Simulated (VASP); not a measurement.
# Ge2Sb2Te5 (C2/m) in VASP: single point with PBE

Aim: the single point of Ge2Sb2Te5 with PBE.

Program: VASP 6.6.1. These are calculated values, not measurements. Logs are shortened: lines on timing, memory, paths and dates and some standing lists are left out, and cuts for length are marked.

### Step 1. The cell of the first run

The typed cell holds 9 atoms: a = 4.288 Å, b = 4.288 Å, c = 18.073 Å, α = 96.79°, β = 83.21°, γ = 120.00°.

### Step 2. Single point, PBE

The input, INCAR:

```
SYSTEM = Ge2Sb2Te5
  PREC = Accurate
  ENCUT = 520
  EDIFF = 1E-6
  ISMEAR = 0
  SIGMA = 0.03
  LREAL = .False.
  LASPH = .True.
  NELM = 80
  ALGO = Normal
  ISIF = 2
  LWAVE = .False.
  LCHARG = .True.
  GGA = PE
  LVHAR = .True.
  NBANDS = 44
  ISYM = 0
  KPAR = 4
```

The input, KPOINTS:

```
regular mesh
0
Gamma
  10 10 2
  0 0 0
```

The input, POSCAR:

```
Ge2Sb2Te5
1.0
    4.2882092451     -0.0000401747     -0.0007449862
   -2.1441394149      3.7136780556      0.0007449862
    2.1410749234     -1.2361501834     17.9026617797
Te Ge Sb
5 2 2
Direct
    0.0000000000      0.0000000000      0.0000000000
    0.6029830672      0.3970169328      0.1915856459
    0.2000667941      0.7999332059      0.4009090026
    0.7999332059      0.2000667941      0.5990909974
    0.3970169328      0.6029830672      0.8084143541
    0.3010928152      0.6989071848      0.0969546086
    0.6989071848      0.3010928152      0.9030453914
    0.8984865885      0.1015134115      0.3053705193
    0.1015134115      0.8984865885      0.6946294807
```

Potentials or basis: VASP PAW PBE potentials, release 64 (Te, Ge_d, Sb).

Command:

```sh
cat potpaw_PBE.64/Te/POTCAR potpaw_PBE.64/Ge_d/POTCAR potpaw_PBE.64/Sb/POTCAR > POTCAR
mpirun -np 4 vasp_std > vasp.out
```

OUTCAR:

```text
SYSTEM = Ge2Sb2Te5
   PREC = Accurate
   ENCUT = 520
   EDIFF = 1E-6
   ISMEAR = 0
   LREAL = .False.
   LASPH = .True.
   NELM = 80
   ISIF = 2
   GGA = PE
   ISYM = 0

 ion  position               nearest neighbor table
   1  0.000  0.000  0.000-   6 3.02   7 3.02   6 3.02   7 3.02   7 3.02   6 3.02
   2  0.603  0.397  0.192-   6 3.00   6 3.00   6 3.00   8 3.21   8 3.21   8 3.21
   3  0.200  0.800  0.401-   8 3.01   8 3.01   8 3.01
   4  0.800  0.200  0.599-   9 3.01   9 3.01   9 3.01
   5  0.397  0.603  0.808-   7 3.00   7 3.00   7 3.00   9 3.21   9 3.21   9 3.21
   6  0.301  0.699  0.097-   2 3.00   2 3.00   2 3.00   1 3.02   1 3.02   1 3.02
   7  0.699  0.301  0.903-   5 3.00   5 3.00   5 3.00   1 3.02   1 3.02   1 3.02
   8  0.898  0.102  0.305-   3 3.01   3 3.01   3 3.01   2 3.21   2 3.21   2 3.21
   9  0.102  0.898  0.695-   4 3.01   4 3.01   4 3.01   5 3.21   5 3.21   5 3.21

IMPORTANT INFORMATION: All symmetrisations will be switched off!
NOSYMM: (Re-)initialisation of all symmetry stuff for point group C_1.

----------------------------------------------------------------------------------------

                                     Primitive cell

  volume of cell :     285.1068

  direct lattice vectors                    reciprocal lattice vectors
     4.288209245 -0.000040175 -0.000744986     0.233195607  0.134642189 -0.018592280
    -2.144139415  3.713678056  0.000744986     0.000005753  0.269274414  0.018592280
     2.141074923 -1.236150183 17.902661780     0.000009704 -0.000005602  0.055856068

  length of vectors
     4.288209310  4.288209310 18.072563955     0.269915511  0.269915511  0.055856069

  position of ions in fractional coordinates (direct lattice)
     0.000000000  0.000000000  0.000000000
     0.602983067  0.397016933  0.191585646
     0.200066794  0.799933206  0.400909003
     0.799933206  0.200066794  0.599090997
     0.397016933  0.602983067  0.808414354
     0.301092815  0.698907185  0.096954609
     0.698907185  0.301092815  0.903045391
     0.898486588  0.101513412  0.305370519
     0.101513412  0.898486588  0.694629481

  ion indices of the primitive-cell ions
   primitive index   ion index
                 1           1
                 2           2
                 3           3
                 4           4
                 5           5
                 6           6
                 7           7
                 8           8
                 9           9

----------------------------------------------------------------------------------------

 KPOINTS: regular mesh

Automatic generation of k-mesh.
 Grid dimensions read from file:
 generate k-points for:   10   10    2

 Generating k-lattice:

  Cartesian coordinates                     Fractional coordinates (reciprocal lattice)
     0.023319561  0.013464219 -0.001859228     0.100000000 -0.000000000  0.000000000
     0.000000575  0.026927441  0.001859228     0.000000000  0.100000000  0.000000000
     0.000004852 -0.000002801  0.027928034    -0.000000000  0.000000000  0.500000000

  Length of vectors
     0.026991551  0.026991551  0.027928035

  Shift w.r.t. Gamma in fractional coordinates (k-lattice)
     0.000000000  0.000000000  0.000000000

 Subroutine IBZKPT returns following result:
 ===========================================

 Found    104 irreducible k-points:

 Following reciprocal coordinates:
            Coordinates               Weight
  0.000000  0.000000  0.000000      1.000000
  0.100000 -0.000000  0.000000      2.000000
 -0.000000  0.100000  0.000000      2.000000
  0.200000 -0.000000  0.000000      2.000000
 -0.000000  0.200000  0.000000      2.000000
  0.300000 -0.000000  0.000000      2.000000
[... 16 lines left out ...]
 -0.300000  0.100000  0.000000      2.000000
  0.100000 -0.300000  0.000000      2.000000
 [... further k-points ...]
   k-points           NKPTS =    104   k-points in BZ     NKDIM =    104   number of bands    NBANDS=     44
   number of dos      NEDOS =    301   number of ions     NIONS =      9
   total plane-waves  NPLWV = 143360
   dimension x,y,z NGX =    32 NGY =   32 NGZ =  140
   dimension x,y,z NGXF=    64 NGYF=   64 NGZF=  280
   ions per type =               5   2   2
   NGX,Y,Z   is equivalent  to a cutoff of  12.41, 12.41, 12.88 a.u.
   NGXF,Y,Z  is equivalent  to a cutoff of  24.81, 24.81, 25.76 a.u.
 SYSTEM =  Ge2Sb2Te5
   PREC   = accura    normal or accurate (medium, high low for compatibility)
   ISTART =      0    job   : 0-new  1-cont  2-samecut
   ICHARG =      2    charge: 1-file 2-atom 10-const
   ISPIN  =      1    spin polarized calculation?
   LNONCOLLINEAR =      F non collinear calculations
   LSORBIT =      F    spin-orbit coupling
   LASPH  =      T    aspherical Exc in radial PAW
   ENCUT  =  520.0 eV  38.22 Ry    6.18 a.u.   7.97  7.97 33.60*2*pi/ulx,y,z
   NELM   =     80;   NELMIN=  2; NELMDL= -5     # of ELM steps
   EDIFF  = 0.1E-05   stopping-criterion for ELM
   LREAL  =      F    real-space projection
   EDIFFG = 0.1E-04   stopping-criterion for IOM
   NSW    =      0    number of steps for IOM
   IBRION =     -1    ionic relax: 0-MD 1-quasi-New 2-CG
   NFREE  =      0    steps in history (QN), initial steepest desc. (CG)
   ISIF   =      2    stress and relaxation
   ISYM   =      0    0-nonsym 1-usesym 2-fastsym
   POTIM  = 0.5000    time-step for ionic-motion
   TEBEG  =    0.0;   TEEND  =   0.0 temperature during run
   PSTRESS=    0.0 pullay stress
   NELECT =      68.0000    total number of electrons
   NUPDOWN=      -1.0000    fix difference up-down
   EMIN   =  10.00;   EMAX   =-10.00  energy-range for DOS
   EFERMI =   0.00;   METHOD = LEGACY
   ISMEAR =     0;   SIGMA  =   0.03  broadening in eV -4-tet -1-fermi 0-gaus
   EFERMI_NEDOS =   21; number of points for ismear=-14 and -15
   IALGO  =     38    algorithm
   IMIX   =      4    mixing-type and parameters
     AMIX     =   0.40;   BMIX     =  1.00
     AMIX_MAG =   1.60;   BMIX_MAG =  1.00
  volume/ion in A,a.u.               =      31.68       213.78
  Fermi-wavevector in a.u.,A,eV,Ry     =   1.015255  1.918554 14.024116  1.030743
  Thomas-Fermi vector in A             =   2.148531
   LORBIT       =      0    0 simple, 1 ext, 2 COOP (PROOUT), +10 PAW based schemes
   GGA     = PE    functional components
   LHFCALC =     F    Hartree Fock is set to
   AEXX    =    0.0000 exact exchange contribution
   IVDW    =     0    specifies the selected vdW correction
   LEPSILON=     F    determine dielectric tensor
   LRPA    =     F    only Hartree local field effects (RPA)
 non-spin polarized calculation
 Gauss-broadening in eV      SIGMA  =   0.03
  energy-cutoff  :      520.00
  volume of cell :      285.11
 maximum number of plane-waves:      7719
   NGX = 15   NGY = 15   NGZ = 67

 number of electron      67.9999986 magnetization

 Free energy of the ion-electron system (eV)
  ---------------------------------------------------
  ext. energy  EPLUGINS =         0.00000000
  ---------------------------------------------------
  free energy    TOTEN  =       -33.98889099 eV

  energy without entropy =      -33.98889099  energy(sigma->0) =      -33.98889099

 E-fermi :   5.6431     XC(G=0):  -9.1723

 val. band max:        5.4330613857   @ k =   0.0000   0.0000   0.0000
 cond. band min:       6.0994562827   @ k =   0.0000   0.0000   0.0000
 fundamental gap:      0.6663948970
 Fermi energy:         5.6430686239

 k-point     1 :       0.0000    0.0000    0.0000
  band No.  band energies     occupation
      1     -19.1940      2.00000
      2     -19.1940      2.00000
      3     -19.1930      2.00000
      4     -19.1930      2.00000
      5     -19.1902      2.00000
      6     -19.1894      2.00000
[... 36 lines left out ...]
     43       7.4366      0.00000
     44       8.4916      0.00000

 k-point     2 :       0.1000   -0.0000    0.0000
  band No.  band energies     occupation
      1     -19.1943      2.00000
      2     -19.1940      2.00000
      3     -19.1932      2.00000
      4     -19.1930      2.00000
      5     -19.1901      2.00000
      6     -19.1893      2.00000
[... 36 lines left out ...]
     43       7.8076      0.00000
     44       8.6295      0.00000

 k-point     3 :      -0.0000    0.1000    0.0000
  band No.  band energies     occupation
      1     -19.1943      2.00000
      2     -19.1940      2.00000
      3     -19.1932      2.00000
      4     -19.1930      2.00000
      5     -19.1901      2.00000
      6     -19.1893      2.00000
[... 36 lines left out ...]
     43       7.8076      0.00000
     44       8.6382      0.00000

 k-point     4 :       0.2000   -0.0000    0.0000
  band No.  band energies     occupation
      1     -19.1949      2.00000
      2     -19.1939      2.00000
      3     -19.1937      2.00000
      4     -19.1927      2.00000
      5     -19.1898      2.00000
      6     -19.1891      2.00000
[... 882 lines left out ...]
     43       9.0479      0.00000
     44       9.4671      0.00000

 k-point    23 :      -0.3000    0.1000    0.0000
  band No.  band energies     occupation
      1     -19.1953      2.00000
      2     -19.1943      2.00000
      3     -19.1935      2.00000
      4     -19.1927      2.00000
      5     -19.1896      2.00000
      6     -19.1889      2.00000
[... 36 lines left out ...]
     43       8.9344      0.00000
     44       9.1439      0.00000

 k-point    24 :       0.1000   -0.3000    0.0000
  band No.  band energies     occupation
      1     -19.1953      2.00000
      2     -19.1943      2.00000
      3     -19.1935      2.00000
      4     -19.1927      2.00000
      5     -19.1896      2.00000
      6     -19.1889      2.00000
[... 36 lines left out ...]
     43       8.9344      0.00000
     44       9.1440      0.00000

 [... further k-points ...]

------------------------ aborting loop because EDIFF is reached ----------------------------------------

  FORCE on cell =-STRESS in cart. coord.  units (eV):
  Direction    XX          YY          ZZ          XY          YZ          ZX
  --------------------------------------------------------------------------------------
  -------------------------------------------------------------------------------------
  Total       -0.3251029     -0.3245773     -0.2875545     -0.0000764      0.0002464     -0.0003331
  in kB       -1.8269386     -1.8239847     -1.6159326     -0.0004294      0.0013846     -0.0018718
  external PRESSURE =      -1.7556187 kB  Pullay stress =       0.0000000 kB

 VOLUME and BASIS-vectors are now :
 -----------------------------------------------------------------------------
  energy-cutoff  :      520.00
  volume of cell :      285.11
      direct lattice vectors                 reciprocal lattice vectors
     4.288209245 -0.000040175 -0.000744986     0.233195607  0.134642189 -0.018592280
    -2.144139415  3.713678056  0.000744986     0.000005753  0.269274414  0.018592280
     2.141074923 -1.236150183 17.902661780     0.000009704 -0.000005602  0.055856068

 POSITION                                       TOTAL-FORCE (eV/Angst)
 -----------------------------------------------------------------------------------
      0.00000      0.00000      0.00000        -0.000003      0.000006      0.000000
      2.14466      1.23754      3.42974         0.000120     -0.000072      0.009714
      0.00114      2.47510      7.17779         0.000142     -0.000080      0.012380
      4.28401      0.00239     10.72488        -0.000152      0.000086     -0.012423
      2.14049      1.23995     14.47292        -0.000128      0.000073     -0.009698
      0.00018      2.47565      1.73604        -0.000316      0.000184      0.003378
      4.28496      0.00183     16.16662         0.000334     -0.000191     -0.003316
      4.28906     -0.00053      5.46635         0.000127     -0.000091     -0.018683
     -0.00392      2.47802     12.43631        -0.000124      0.000085      0.018648
 -----------------------------------------------------------------------------------
    total drift:                               -0.000013      0.000006      0.000018

  FREE ENERGIE OF THE ION-ELECTRON SYSTEM (eV)
  ---------------------------------------------------
  free  energy   TOTEN  =       -33.9888909909 eV

  energy  without entropy=      -33.9888909909  energy(sigma->0) =      -33.98889099
```

Wall time 11 min (4 MPI ranks of Oxide Virtual Turin-like, shared host); peak memory 1.2 GiB.

What came out:

```
Free energy            : -33.9889 eV
Pressure               : -0.2 GPa
Largest force          : 0.019 eV/Å
Band gap on the k mesh : 0.67 eV
```

Forces on the atoms (eV/Å):
```
Te   0.000  0.000  0.000
Te   0.000  0.000  0.010
Te   0.000  0.000  0.012
Te   0.000  0.000 -0.012
Te   0.000  0.000 -0.010
Ge   0.000  0.000  0.003
Ge   0.000  0.000 -0.003
Sb   0.000  0.000 -0.019
Sb   0.000  0.000  0.019
```

Levels at points of the mesh, in eV from the valence-band top:
| k point | band 31 | band 32 | band 33 | band 34 | band 35 | band 36 | band 37 | band 38 |
| --- | --- | --- | --- | --- | --- | --- | --- | --- |
| (0.00, 0.00, 0.00) | -0.95 | -0.77 | -0.53 | 0.00 | 0.67 | 0.74 | 0.74 | 1.15 |
| (0.50, 0.00, 0.00) | -1.30 | -1.08 | -1.02 | -0.69 | 0.89 | 1.09 | 1.15 | 1.72 |
| (0.00, 0.50, 0.00) | -1.30 | -1.08 | -1.02 | -0.69 | 0.89 | 1.09 | 1.15 | 1.72 |
| (0.50, 0.50, 0.00) | -1.57 | -1.43 | -1.09 | -0.43 | 0.74 | 1.25 | 1.59 | 1.66 |
| (0.00, 0.00, 0.50) | -0.98 | -0.97 | -0.34 | -0.11 | 0.74 | 0.76 | 0.76 | 1.12 |
| (0.50, 0.00, 0.50) | -1.57 | -1.42 | -1.09 | -0.43 | 0.74 | 1.25 | 1.59 | 1.66 |
| (0.00, 0.50, 0.50) | -1.57 | -1.42 | -1.09 | -0.43 | 0.74 | 1.25 | 1.59 | 1.66 |
| (0.50, 0.50, 0.50) | -1.31 | -1.07 | -1.02 | -0.69 | 0.89 | 1.09 | 1.15 | 1.72 |

Caveat: spin-orbit coupling is left out, which moves the levels of the heavy elements; this functional lacks dispersion, which binds layers or chains, so the pressure and a relaxed spacing across them are unreliable. A k mesh can miss the band edges.
